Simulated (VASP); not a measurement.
Here is a VASP 6.6.1 calculation.

INCAR

```
PREC = Accurate
ENCUT = 500
EDIFF = 1E-6
ISMEAR = 0
SIGMA = 0.02
LREAL = False
LASPH = True
NELM = 120
ALGO = Normal
ISIF = 2
LWAVE = False
LCHARG = False
GGA = PE
IVDW = 12
NBANDS = 49
GGA_COMPAT = False
```

Contents of KPOINTS:

```
Automatic mesh
0
Gamma
  9 9 2
```

The input POSCAR:

```
CdI2
1.0
    4.2419141230      0.0000000000      0.0000000000
   -2.1209570615      3.6736053912      0.0000000000
    0.0000000000      0.0000000000     20.5043240978
Cd I
3 6
Direct
    0.6666666667      0.3333333333      0.3328843740
    0.3333333333      0.6666666667      0.6671156260
    0.0000000000      0.0000000000      0.0000000000
    0.3333333333      0.6666666667      0.0843876816
    0.3333333333      0.6666666667      0.4172587806
    0.6666666667      0.3333333333      0.9156123184
    0.6666666667      0.3333333333      0.5827412194
    0.0000000000      0.0000000000      0.2485210160
    0.0000000000      0.0000000000      0.7514789840
```

Potentials or basis: VASP PAW PBE potentials, release 64 (Cd, I).

Run with:

```sh
$ cat potpaw_PBE.64/Cd/POTCAR potpaw_PBE.64/I/POTCAR > POTCAR
$ mpirun -np 1 vasp_std > vasp.out
```

(1) Estimate the largest force.

(2) Estimate the pressure.

Results:

(1) 0.021 eV/Å.

(2) 0.1 GPa.
